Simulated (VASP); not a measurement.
# NaH: single point with PBEsol

The system is NaH.

```
CELL_PARAMETERS angstrom
0.02440 2.45220 2.45220
2.45220 0.02440 2.45220
2.45220 2.45220 0.02440
ATOMIC_POSITIONS crystal
Na 0.00000 0.00000 0.00000
H 0.50000 0.50000 0.50000
```

This cell differs from its parent crystal: equal xy, yz and zx shear strains of +1 %.

- Program: VASP 6.6.1
- Task: single point
- Functional: PBEsol
- Potentials or basis: VASP PAW PBE potentials, release 64 (Na_pv, H)
- Cutoff: 520 eV
- k mesh: 9 × 9 × 9
- Occupations: fermi-dirac, width 0.03 eV
- Spin: no spin polarisation
- Dipole correction: no
- Further INCAR settings: ALGO = Normal; EDIFF = 1e-07; NBANDS = 11

* Pressure: -1.2 GPa
* Band gap on the k mesh: 3.73 eV, indirect (least direct gap 4.52 eV)

Stress tensor (GPa, compression positive):
```
-1.19 -0.22 -0.22
-0.22 -1.19 -0.22
-0.22 -0.22 -1.19
```

Levels at points of the mesh, in eV from the valence-band top:
```csv
k point,band 1,band 2,band 3,band 4,band 5,band 6,band 7,band 8
"(0.00, 0.00, 0.00)",-21.99,-21.99,-21.99,-3.58,10.21,15.02,15.36,15.36
```

Wall time 41 s on 1 thread of AMD EPYC 7571, with other jobs on the host, peak memory 0.13 GiB.

Caveat: the cell differs from its parent crystal (equal xy, yz and zx shear strains of +1 %); the PAW data sets were made with another functional, which shifts forces and pressure a little. A k mesh can miss the band edges.
